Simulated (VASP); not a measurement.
A run of VASP 6.6.1 is set up as follows.

INCAR

```
  PREC = Accurate
  ENCUT = 520
  EDIFF = 1E-6
  ISMEAR = 0
  SIGMA = 0.02
  LREAL = False
  LASPH = True
  NELM = 60
  ALGO = Normal
  ISIF = 2
  LWAVE = False
  LCHARG = False
  GGA = PE
  IVDW = 12
  NBANDS = 35
```

The input KPOINTS:

```
regular mesh
0
Gamma
  12 12 4
```

POSCAR

```
WS2
1.0
    3.1226090578      0.0000000000      0.0000000000
   -1.5613045289      2.7042587701      0.0000000000
    0.0000000000      0.0000000000     12.1788987399
W S
2 4
Direct
    0.3333333333      0.6666666667      0.7500610032
    0.6666666667      0.3333333333      0.2499389968
    0.3333333333      0.6666666667      0.1197001014
    0.6666666667      0.3333333333      0.6198211815
    0.3333333333      0.6666666667      0.3801788185
    0.6666666667      0.3333333333      0.8802998986
```

Potentials or basis: VASP PAW PBE potentials, release 64 (W_sv, S).

The run is started by

```sh
$ cat potpaw_PBE.64/W_sv/POTCAR potpaw_PBE.64/S/POTCAR > POTCAR
$ mpirun -np 1 vasp_std > vasp.out
```

Problem. Predict the dispersion energy per atom.

Solution. -0.443 eV.

Problem. What does it give for the band gap on the k mesh?

Solution. 0.92 eV (least direct gap 1.98 eV).

Problem. Predict the pressure.

Solution. 2.1 GPa.

Forces in eV/Å, atoms in the order of the input:
```
W    0.000  0.000 -0.001
W    0.000  0.000  0.001
S    0.000  0.000 -0.002
S    0.000  0.000 -0.003
S    0.000  0.000  0.003
S    0.000  0.000  0.002
```

Caveat: the cell differs from its parent crystal (biaxial strain in the a-b plane: -1.0 %, then relaxed in part); spin-orbit coupling is left out, which moves the levels of the heavy elements. A k mesh can miss the band edges.
